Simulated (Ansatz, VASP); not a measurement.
## Two plane-wave programs on Mo

File INCAR:

```
SYSTEM = Mo
  PREC = Accurate
  ENCUT = 520
  EDIFF = 1E-8
  ISMEAR = -1
  SIGMA = 0.05
  LREAL = .False.
  LASPH = .True.
  NELM = 100
  ALGO = Normal
  ISIF = 2
  LWAVE = .False.
  LCHARG = .False.
  GGA = PE
  LEFG = .True.
  NBANDS = 13
```

The input KPOINTS:

```
regular mesh
0
Gamma
  16 16 16
  0 0 0
```

The input POSCAR:

```
Mo
1.0
   -1.5604560581      1.5604560581      1.5604560581
    1.5604560581     -1.5604560581      1.5604560581
    1.5604560581      1.5604560581     -1.5604560581
Mo
1
Direct
    0.0000000000      0.0000000000      0.0000000000
```

Input for Ansatz:

```yaml
crystal:
  lattice:
    - [-1.5604560581, 1.5604560581, 1.5604560581]
    - [1.5604560581, -1.5604560581, 1.5604560581]
    - [1.5604560581, 1.5604560581, -1.5604560581]
  atoms:
    - { symbol: Mo, position: [0.0, 0.0, 0.0] }
kpoints:
  mp_grid: { grid: [16, 16, 16] }
scf:
  occupations: { method: fermi_dirac, width: 0.05 }
hamiltonian:
  xc: pbe
  pseudopotentials: { kind: paw }
output:
  forces: true
  stress: true
  eigenvalues: true
  efg: { contact_densities: true }
  write_density: true
  write_potential: true
  elf: true
  volumetric_format: npy
```

Change from the starting cell: volume scaled by 0.98, PAW files.

Alike in both runs: task electric field gradients; functional PBE; k mesh 16 × 16 × 16; occupations fermi-dirac, width 0.05 eV; no spin polarisation.

|  | VASP | Ansatz |
| --- | --- | --- |
| version | VASP 6.6.1 | Ansatz 0.2.0 |
| potentials or method | VASP PAW PBE potentials, release 64 (Mo_sv) | PAW with Ansatz's default frozen-core files, scalar-relativistic |
| plane-wave cutoff (eV) | 520 | 420 |
| valence electrons in the cell | 14 | 14 |

VASP gave:

| Quantity | Value |
| --- | --- |
| pressure (GPa) | 11.1 |

Q: Estimate Ansatz's values.

A: Pressure (GPa): 10.5.

The functional is the same, so the differences come from potentials, cutoffs and numerics.
